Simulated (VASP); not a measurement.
Runs of VASP 6.6.1 on SnTe3. The structure is cubic, space group Fm-3m (No. 225). Conventional cell: a = 7.722 Å, b = 7.722 Å, c = 7.722 Å, α = 90.00°, β = 90.00°, γ = 90.00°. Within 4.4 Å of Sn (site symmetry m-3m) lie 14 Te at 3.34 to 3.86 Å. Te (site symmetry -43m) has 4 Sn at 3.34 Å and 10 Te at 3.34 to 3.86 Å within 4.4 Å. Within 4.4 Å of Te (site symmetry m-3m) lie 8 Te at 3.34 Å and 6 Sn at 3.86 Å. 

| k mesh | smearing | gap on the mesh (eV) | pressure (GPa) |
| --- | --- | --- | --- |
| 10 × 10 × 10 | methfessel-paxton 0.3 eV | none | -0.1 |
| 10 × 10 × 10 | methfessel-paxton 0.01 eV | none | 0.0 |
| 10 × 10 × 10 | gaussian 0.1 eV | none | -0.1 |
| 10 × 10 × 10 | gaussian 0.01 eV | none | 0.0 |
| 5 × 5 × 5 | gaussian 0.2 eV | - | 0.2 |
| 10 × 10 × 10 | fermi-dirac 0.5 eV | none | (a) |
| 10 × 10 × 10 | gaussian 0.02 eV | none | 0.0 |
| 8 × 8 × 8 | gaussian 0.1 eV | none | 0.0 |
| 10 × 10 × 10 | methfessel-paxton 0.1 eV | none | -0.1 |
| 5 × 5 × 5 | gaussian 0.05 eV | - | 0.2 |
| 4 × 4 × 4 | gaussian 0.1 eV | none | 0.3 |

Alike in all rows: task single point; level PBE; potentials or basis VASP PAW PBE potentials, release 64 (Sn_d, Te); no spin polarisation; cell as given; cutoff (eV) 520.

Question: Estimate the missing entries.

Answer: (a) 1.8.

Caveats: spin-orbit coupling is left out, which moves the levels of the heavy elements.

A k mesh can miss the band edges, and the runs leave out spin-orbit coupling on Sn, Te.

A gap of «none» marks levels without a gap at the run's occupations.
